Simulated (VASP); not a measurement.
TiO2: single point with PBE+D3(BJ)+U

Crystal: TiO2.

```
Ti O
1.0
     1.43385    0.82783    5.60010
    -1.43385    0.82783    5.60010
     0.00000   -1.65567    5.60010
Ti O
1 2
Direct
  0.00000 0.00000 0.00000
  0.60176 0.60176 0.60176
  0.39824 0.39824 0.39824
```

* Program: VASP 6.6.1
* Task: single point
* Functional: PBE
* Dispersion: D3(BJ)
* Potentials or basis: VASP PAW PBE potentials, release 64 (Ti_sv, O_h)
* Cutoff: 1340 eV
* k mesh: 9 × 9 × 9
* Occupations: gaussian, width 0.05 eV
* Spin: no spin polarisation
* Hubbard terms: Ti d U = 4.0 eV

The pressure is 6.9 GPa, the largest force is 1.146 eV/Å and the band gap on the k mesh is 3.02 eV (least direct gap 3.43 eV). The dispersion energy per atom is -0.186 eV.

Forces on the atoms (eV/Å):
```
Ti   0.000  0.000  0.000
O    0.000  0.000  1.146
O    0.000  0.000 -1.146
```

Stress tensor (GPa, compression positive):
```
 16.41   0.00   0.00
  0.00  16.41   0.00
  0.00   0.00 -12.03
```

Levels at points of the mesh, in eV from the valence-band top:
| k point | band 10 | band 11 | band 12 | band 13 | band 14 | band 15 |
| --- | --- | --- | --- | --- | --- | --- |
| (0.00, 0.00, 0.00) | -0.46 | -0.01 | -0.01 | 3.46 | 3.46 | 4.57 |

Eigenvalues of the final occupation matrices:
| site | spin | trace | eigenvalues |
| --- | --- | --- | --- |
| site 1 d | 1 | 0.85 | 0.10 0.10 0.10 0.27 0.27 |
| site 1 d | 2 | 0.85 | 0.10 0.10 0.10 0.27 0.27 |

It took 9.4 min on 1 thread of Intel(R) Xeon(R) 6975P-C (Granite Rapids), on a shared host, peak memory 0.78 GiB.

Caveat: the stress differs along the axes, from -12 to 16 GPa; forces of over 1 eV/Å act on the atoms, so gaps and moduli don't describe the material at rest. A k mesh can miss the band edges.
